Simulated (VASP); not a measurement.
# SiC (F-43m) in VASP: notebook, part 2 of 2

VASP 6.6.1.

## (3) Single point, PBEsol

INCAR reads:

```
SYSTEM = SiC
  PREC = Accurate
  ENCUT = 600
  EDIFF = 1E-6
  ISMEAR = 0
  SIGMA = 0.01
  LREAL = .False.
  LASPH = .True.
  NELM = 120
  ALGO = Normal
  ISIF = 2
  LWAVE = .False.
  LCHARG = .True.
  GGA = PS
  LELF = .True.
  LVHAR = .True.
  NBANDS = 11
  GGA_COMPAT = .False.
```

KPOINTS reads:

```
regular mesh
0
Gamma
  8 8 8
  0 0 0
```

POSCAR reads:

```
SiC
1.0
    0.0000000000      2.1780497564      2.1780497564
    2.1780497564      0.0000000000      2.1780497564
    2.1780497564      2.1780497564      0.0000000000
Si C
1 1
Direct
    0.2500000000      0.2500000000      0.2500000000
    0.0000000000      0.0000000000      0.0000000000
```

Potentials or basis: VASP PAW PBE potentials, release 64 (Si, C).

Started as:

```
$ cat potpaw_PBE.64/Si/POTCAR potpaw_PBE.64/C/POTCAR > POTCAR
$ mpirun -np 1 vasp_std > vasp.out
```

OUTCAR:

```text
SYSTEM = SiC
   PREC = Accurate
   ENCUT = 600
   EDIFF = 1E-6
   ISMEAR = 0
   LREAL = .False.
   LASPH = .True.
   NELM = 120
   ISIF = 2
   GGA = PS

 ion  position               nearest neighbor table
   1  0.250  0.250  0.250-   2 1.89   2 1.89   2 1.89   2 1.89
   2  0.000  0.000  0.000-   1 1.89   1 1.89   1 1.89   1 1.89

  LATTYP: Found a face centered cubic cell.
 ALAT       =     4.3560995128

  Lattice vectors:

 A1 = (   0.0000000000,   2.1780497564,   2.1780497564)
 A2 = (   2.1780497564,   0.0000000000,   2.1780497564)
 A3 = (   2.1780497564,   2.1780497564,   0.0000000000)

Analysis of symmetry for initial positions (statically):
=====================================================================
 Subroutine PRICEL returns:
 Original cell was already a primitive cell.

 Routine SETGRP: Setting up the symmetry group for a
 face centered cubic supercell.

 Subroutine GETGRP returns: Found 24 space group operations
 (whereof 24 operations were pure point group operations)
 out of a pool of 48 trial point group operations.

The static configuration has the point symmetry T_d .

Analysis of symmetry for dynamics (positions and initial velocities):
=====================================================================
 Subroutine PRICEL returns:
 Original cell was already a primitive cell.

 Routine SETGRP: Setting up the symmetry group for a
 face centered cubic supercell.

 Subroutine GETGRP returns: Found 24 space group operations
 (whereof 24 operations were pure point group operations)
 out of a pool of 48 trial point group operations.

The dynamic configuration has the point symmetry T_d .

 Subroutine INISYM returns: Found 24 space group operations
 (whereof 24 operations are pure point group operations),
 and found     1 'primitive' translations

----------------------------------------------------------------------------------------

                                     Primitive cell

  volume of cell :      20.6649

  direct lattice vectors                    reciprocal lattice vectors
     0.000000000  2.178049756  2.178049756    -0.229563167  0.229563167  0.229563167
     2.178049756  0.000000000  2.178049756     0.229563167 -0.229563167  0.229563167
     2.178049756  2.178049756  0.000000000     0.229563167  0.229563167 -0.229563167

  length of vectors
     3.080227505  3.080227505  3.080227505     0.397615069  0.397615069  0.397615069

  position of ions in fractional coordinates (direct lattice)
     0.250000000  0.250000000  0.250000000
     0.000000000  0.000000000  0.000000000

  ion indices of the primitive-cell ions
   primitive index   ion index
                 1           1
                 2           2

----------------------------------------------------------------------------------------

 KPOINTS: regular mesh

Automatic generation of k-mesh.
 Grid dimensions read from file:
 generate k-points for:    8    8    8

 Generating k-lattice:

  Cartesian coordinates                     Fractional coordinates (reciprocal lattice)
    -0.028695396  0.028695396  0.028695396     0.125000000  0.000000000  0.000000000
     0.028695396 -0.028695396  0.028695396     0.000000000  0.125000000  0.000000000
     0.028695396  0.028695396 -0.028695396     0.000000000  0.000000000  0.125000000

  Length of vectors
     0.049701884  0.049701884  0.049701884

  Shift w.r.t. Gamma in fractional coordinates (k-lattice)
     0.000000000  0.000000000  0.000000000

 Subroutine IBZKPT returns following result:
 ===========================================

 Found     29 irreducible k-points:

 Following reciprocal coordinates:
            Coordinates               Weight
  0.000000  0.000000  0.000000      1.000000
  0.125000  0.000000  0.000000      8.000000
  0.250000  0.000000  0.000000      8.000000
  0.375000  0.000000  0.000000      8.000000
  0.500000  0.000000  0.000000      4.000000
  0.125000  0.125000  0.000000      6.000000
[... 16 lines left out ...]
  0.500000  0.250000  0.125000     48.000000
 -0.375000  0.250000  0.125000     24.000000
 [... further k-points ...]
   k-points           NKPTS =     29   k-points in BZ     NKDIM =     29   number of bands    NBANDS=     11
   number of dos      NEDOS =    301   number of ions     NIONS =      2
   total plane-waves  NPLWV =  21952
   dimension x,y,z NGX =    28 NGY =   28 NGZ =   28
   dimension x,y,z NGXF=    56 NGYF=   56 NGZF=   56
   ions per type =               1   1
   NGX,Y,Z   is equivalent  to a cutoff of  15.11, 15.11, 15.11 a.u.
   NGXF,Y,Z  is equivalent  to a cutoff of  30.22, 30.22, 30.22 a.u.
 SYSTEM =  SiC
   PREC   = accura    normal or accurate (medium, high low for compatibility)
   ISTART =      0    job   : 0-new  1-cont  2-samecut
   ICHARG =      2    charge: 1-file 2-atom 10-const
   ISPIN  =      1    spin polarized calculation?
   LNONCOLLINEAR =      F non collinear calculations
   LSORBIT =      F    spin-orbit coupling
   LASPH  =      T    aspherical Exc in radial PAW
   ENCUT  =  600.0 eV  44.10 Ry    6.64 a.u.   6.15  6.15  6.15*2*pi/ulx,y,z
   NELM   =    120;   NELMIN=  2; NELMDL= -5     # of ELM steps
   EDIFF  = 0.1E-05   stopping-criterion for ELM
   LREAL  =      F    real-space projection
   EDIFFG = 0.1E-04   stopping-criterion for IOM
   NSW    =      0    number of steps for IOM
   IBRION =     -1    ionic relax: 0-MD 1-quasi-New 2-CG
   NFREE  =      0    steps in history (QN), initial steepest desc. (CG)
   ISIF   =      2    stress and relaxation
   ISYM   =      2    0-nonsym 1-usesym 2-fastsym
   POTIM  = 0.5000    time-step for ionic-motion
   TEBEG  =    0.0;   TEEND  =   0.0 temperature during run
   PSTRESS=    0.0 pullay stress
   NELECT =       8.0000    total number of electrons
   NUPDOWN=      -1.0000    fix difference up-down
   EMIN   =  10.00;   EMAX   =-10.00  energy-range for DOS
   EFERMI =   0.00;   METHOD = LEGACY
   ISMEAR =     0;   SIGMA  =   0.01  broadening in eV -4-tet -1-fermi 0-gaus
   EFERMI_NEDOS =   21; number of points for ismear=-14 and -15
   IALGO  =     38    algorithm
   IMIX   =      4    mixing-type and parameters
     AMIX     =   0.40;   BMIX     =  1.00
     AMIX_MAG =   1.60;   BMIX_MAG =  1.00
  volume/ion in A,a.u.               =      10.33        69.73
  Fermi-wavevector in a.u.,A,eV,Ry     =   1.193146  2.254720 19.369228  1.423598
  Thomas-Fermi vector in A             =   2.329168
   LORBIT       =      0    0 simple, 1 ext, 2 COOP (PROOUT), +10 PAW based schemes
   GGA     = PS    functional components
   LHFCALC =     F    Hartree Fock is set to
   AEXX    =    0.0000 exact exchange contribution
   IVDW    =     0    specifies the selected vdW correction
   LEPSILON=     F    determine dielectric tensor
   LRPA    =     F    only Hartree local field effects (RPA)
 non-spin polarized calculation
 Gauss-broadening in eV      SIGMA  =   0.01
  energy-cutoff  :      600.00
  volume of cell :       20.66
 maximum number of plane-waves:       701
 NGX is ok and might be reduce to    28
   NGX = 13   NGY = 13   NGZ = 13

 number of electron       8.0000000 magnetization

 Free energy of the ion-electron system (eV)
  ---------------------------------------------------
  ext. energy  EPLUGINS =         0.00000000
  ---------------------------------------------------
  free energy    TOTEN  =       -15.91492803 eV

  energy without entropy =      -15.91492803  energy(sigma->0) =      -15.91492803

 E-fermi :   8.1826     XC(G=0): -11.5103

 val. band max:        8.0716645349   @ k =   0.0000   0.0000   0.0000
 cond. band min:       9.3037398097   @ k =   0.5000   0.5000   0.0000
 fundamental gap:      1.2320752748
 Fermi energy:         8.1826009246

 k-point     1 :       0.0000    0.0000    0.0000
  band No.  band energies     occupation
      1      -7.3632      2.00000
      2       8.0717      2.00000
      3       8.0717      2.00000
      4       8.0717      2.00000
      5      14.2734      0.00000
      6      15.3229      0.00000
      7      15.3229      0.00000
      8      15.3229      0.00000
      9      22.5355      0.00000
     10      22.5355      0.00000
     11      24.3540      0.00000
[... 309 lines left out ...]
 k-point    24 :      -0.3750    0.2500    0.1250
  band No.  band energies     occupation
      1      -3.0994      2.00000
      2       0.1843      2.00000
      3       4.3342      2.00000
      4       5.7864      2.00000
      5      13.2216      0.00000
      6      15.2728      0.00000
      7      18.1638      0.00000
      8      19.0041      0.00000
      9      21.4057      0.00000
     10      24.2079      0.00000
     11      27.2534      0.00000

 [... further k-points ...]

------------------------ aborting loop because EDIFF is reached ----------------------------------------

  FORCE on cell =-STRESS in cart. coord.  units (eV):
  Direction    XX          YY          ZZ          XY          YZ          ZX
  --------------------------------------------------------------------------------------
  -------------------------------------------------------------------------------------
  Total        0.0437862      0.0437862      0.0437862      0.0000000      0.0000000     -0.0000000
  in kB        3.3948032      3.3948032      3.3948032      0.0000000      0.0000000     -0.0000000
  external PRESSURE =       3.3948032 kB  Pullay stress =       0.0000000 kB

 VOLUME and BASIS-vectors are now :
 -----------------------------------------------------------------------------
  energy-cutoff  :      600.00
  volume of cell :       20.66
      direct lattice vectors                 reciprocal lattice vectors
     0.000000000  2.178049756  2.178049756    -0.229563167  0.229563167  0.229563167
     2.178049756  0.000000000  2.178049756     0.229563167 -0.229563167  0.229563167
     2.178049756  2.178049756  0.000000000     0.229563167  0.229563167 -0.229563167

 POSITION                                       TOTAL-FORCE (eV/Angst)
 -----------------------------------------------------------------------------------
      1.08902      1.08902      1.08902        -0.000000     -0.000000     -0.000000
      0.00000      0.00000      0.00000         0.000000      0.000000      0.000000
 -----------------------------------------------------------------------------------
    total drift:                                0.000000      0.000000      0.000000

  FREE ENERGIE OF THE ION-ELECTRON SYSTEM (eV)
  ---------------------------------------------------
  free  energy   TOTEN  =       -15.9149280290 eV

  energy  without entropy=      -15.9149280290  energy(sigma->0) =      -15.91492803
```

OSZICAR:

```text
N       E                     dE             d eps       ncg     rms          rms(c)
DAV:   1     0.348262048412E+01    0.34826E+01   -0.42809E+03   638   0.742E+02
DAV:   2    -0.170623535352E+02   -0.20545E+02   -0.19622E+02   864   0.109E+02
DAV:   3    -0.177138685334E+02   -0.65151E+00   -0.65018E+00   799   0.156E+01
DAV:   4    -0.177162982885E+02   -0.24298E-02   -0.24296E-02   719   0.124E+00
DAV:   5    -0.177163084572E+02   -0.10169E-04   -0.10169E-04   796   0.750E-02    0.875E+00
DAV:   6    -0.159955384993E+02    0.17208E+01   -0.60442E+00   713   0.109E+01    0.392E+00
DAV:   7    -0.159295740690E+02    0.65964E-01   -0.36847E-01   772   0.343E+00    0.176E+00
DAV:   8    -0.159150826428E+02    0.14491E-01   -0.20638E-02   728   0.922E-01    0.163E-01
DAV:   9    -0.159148827929E+02    0.19985E-03   -0.16327E-03   782   0.216E-01    0.110E-01
DAV:  10    -0.159149276215E+02   -0.44829E-04   -0.11962E-04   737   0.694E-02    0.249E-02
DAV:  11    -0.159149277631E+02   -0.14166E-06   -0.12394E-05   773   0.192E-02    0.581E-03
DAV:  12    -0.159149280290E+02   -0.26587E-06   -0.70987E-07   445   0.518E-03
   1 F= -.15914928E+02 E0= -.15914928E+02  d E =-.117762E-57
```

Run time: 4.7 s. Hardware: 1 thread of Intel Xeon 6975P-C (Granite Rapids), shared host; peak memory 0.15 GiB.

What came out:

```
Free energy            : -15.9149 eV
Pressure               : 0.3 GPa
Band gap on the k mesh : 1.23 eV, indirect (least direct gap 4.44 eV)
```

Caveat: the PAW data sets were made with another functional, which shifts forces and pressure a little.

## (4) Single point, PBEsol

INCAR reads:

```
SYSTEM = SiC
PREC     = Accurate       ! precision mode
ENCUT    = 600            ! plane-wave cutoff, eV
EDIFF    = 1E-6           ! SCF threshold, eV
ISMEAR   = 1              ! smearing method
SIGMA    = 0.001          ! smearing width, eV
LREAL    = .FALSE.        ! projectors in reciprocal space
LASPH    = .TRUE.         ! aspherical terms in the spheres
NELM     = 120            ! most SCF steps
ALGO     = Normal         ! electronic algorithm
ISIF     = 2              ! what is computed and relaxed
LWAVE    = .FALSE.        ! write WAVECAR
LCHARG   = .FALSE.        ! write CHGCAR
GGA      = PS             ! functional
NBANDS   = 11             ! bands
GGA_COMPAT= .FALSE.
```

KPOINTS reads:

```
Automatic mesh
0
G
  8 8 8
  0 0 0
```

POSCAR is that of step 3.

Started as:

```
$ cat potpaw_PBE.64/Si/POTCAR potpaw_PBE.64/C/POTCAR > POTCAR
$ mpirun -np 1 vasp_std > vasp.out
```

Run time: 4.3 s. Hardware: 1 thread of Intel Xeon 6975P-C (Granite Rapids), shared host; peak memory 0.15 GiB.

Results (log left out):

* Free energy: -15.9149 eV
* Pressure: 0.3 GPa
* Band gap on the k mesh: 1.23 eV, indirect (least direct gap 4.44 eV)

Levels at points of the mesh, in eV from the valence-band top:
```csv
k point,band 2,band 3,band 4,band 5,band 6,band 7
"(0.00, 0.00, 0.00)",0.00,0.00,0.00,6.20,7.25,7.25
"(0.50, 0.00, 0.00)",-8.61,-1.06,-1.06,5.39,7.14,7.14
"(0.50, 0.50, 0.00)",-7.84,-3.21,-3.21,1.23,4.20,13.97
```

Caveat: the PAW data sets were made with another functional, which shifts forces and pressure a little. A k mesh can miss the band edges.

## (5) Single point, PBEsol

INCAR reads:

```
SYSTEM = SiC
PREC = Accurate
ENCUT = 600
EDIFF = 1E-6
ISMEAR = 0
SIGMA = 0.5
LREAL = .FALSE.
LASPH = .TRUE.
NELM = 120
ALGO = Normal
ISIF = 2
LWAVE = .FALSE.
LCHARG = .TRUE.
GGA = PS
LELF = .TRUE.
LVHAR = .TRUE.
NBANDS = 11
GGA_COMPAT = .FALSE.
```

KPOINTS reads:

```
regular mesh
0
G
  8 8 8
  0 0 0
```

POSCAR is that of step 4.

Started as:

```
$ cat potpaw_PBE.64/Si/POTCAR potpaw_PBE.64/C/POTCAR > POTCAR
$ mpirun -np 1 vasp_std > vasp.out
```

Wall time 4.7 s (1 thread of Intel Xeon 6975P-C (Granite Rapids), shared host); peak memory 0.15 GiB.

Results (log left out):

- Free energy: -15.9152 eV
- Pressure: 0.3 GPa
- Band gap on the k mesh: 1.23 eV, indirect (least direct gap 4.45 eV)

Levels at points of the mesh, in eV from the valence-band top:
```csv
k point,band 1,band 2,band 3,band 4,band 5,band 6,band 7,band 8
"(0.00, 0.00, 0.00)",-15.43,0.00,0.00,0.00,6.20,7.25,7.25,7.25
"(0.50, 0.00, 0.00)",-11.83,-8.61,-1.06,-1.06,5.39,7.15,7.15,9.92
"(0.50, 0.50, 0.00)",-10.36,-7.84,-3.21,-3.21,1.23,4.20,13.97,13.97
```

Caveat: the PAW data sets were made with another functional, which shifts forces and pressure a little. A k mesh can miss the band edges.

## (6) Summary

```csv
smearing,gap on the mesh (eV),pressure (GPa)
gaussian 0.01 eV,1.23,0.3
methfessel-paxton 0.001 eV,1.23,0.3
gaussian 0.5 eV,1.23,0.3
```

Alike in all rows: task single point; level PBEsol; potentials or basis VASP PAW PBE potentials, release 64 (Si, C); no spin polarisation; cell as given; k mesh 8 × 8 × 8; cutoff (eV) 600.

On the cell as given the gap runs from 1.23 eV (PBEsol) to 1.23 eV (PBEsol).

Caveats: the PAW data sets were made with another functional, which shifts forces and pressure a little.

Total energies depend on the potentials used, so only differences within one code and one set of settings carry meaning.
